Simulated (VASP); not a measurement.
Crystal: Rb2Sn.

```
Rb Sn
1.0
     9.75517    0.00000    0.00000
     0.00000    9.64687    0.00000
     0.00000    0.00000    3.74388
Rb Sn
4 2
Direct
  0.81214 0.28224 0.50000
  0.68786 0.78224 0.00000
  0.18786 0.71776 0.50000
  0.31214 0.21776 0.00000
  0.50000 0.50000 0.50000
  0.00000 0.00000 0.00000
```

- Program: VASP 6.6.1
- Task: relaxation of cell and atoms
- Functional: PBE
- Potentials or basis: VASP PAW PBE potentials, release 64 (Rb_sv, Sn_d)
- Cutoff: 500 eV
- k mesh: 4 × 4 × 10
- Occupations: gaussian, width 0.1 eV
- Spin: no spin polarisation

At the start: pressure 0.0 GPa; volume 58.72 Å³/atom.

Q: Where does the relaxation end?

A: Over 8 steps the energy falls by 3.7 meV/atom and the volume is 59.78 Å³/atom (+1.8 %); space group Pnnm (No. 58, to 0.1 Å) before and after.

Step by step:
```csv
step,energy change (eV),largest force (eV/Å),pressure (GPa),volume (Å³)
1,0.0000,0.0116,0.03,352.32
2,-0.0071,0.0149,0.04,352.95
3,-0.0188,0.0324,0.05,354.71
4,-0.0194,0.0384,0.06,355.21
5,-0.0207,0.0327,0.01,357.21
6,-0.0213,0.0256,-0.04,360.05
7,-0.0220,0.0146,-0.02,359.36
8,-0.0222,0.0035,0.00,358.65
```

Final structure:
```xyz
6
Lattice="9.7381 0.0000 0.0000 0.0000 9.4477 0.0000 0.0000 0.0000 3.8983" Properties=species:S:1:pos:R:3 pbc="T T T"
Rb    7.9196    2.6505    1.9491
Rb    6.6875    7.3744    0.0000
Rb    1.8185    6.7972    1.9491
Rb    3.0506    2.0733    0.0000
Sn    4.8690    4.7238    1.9491
Sn    0.0000    9.4477    0.0000
```
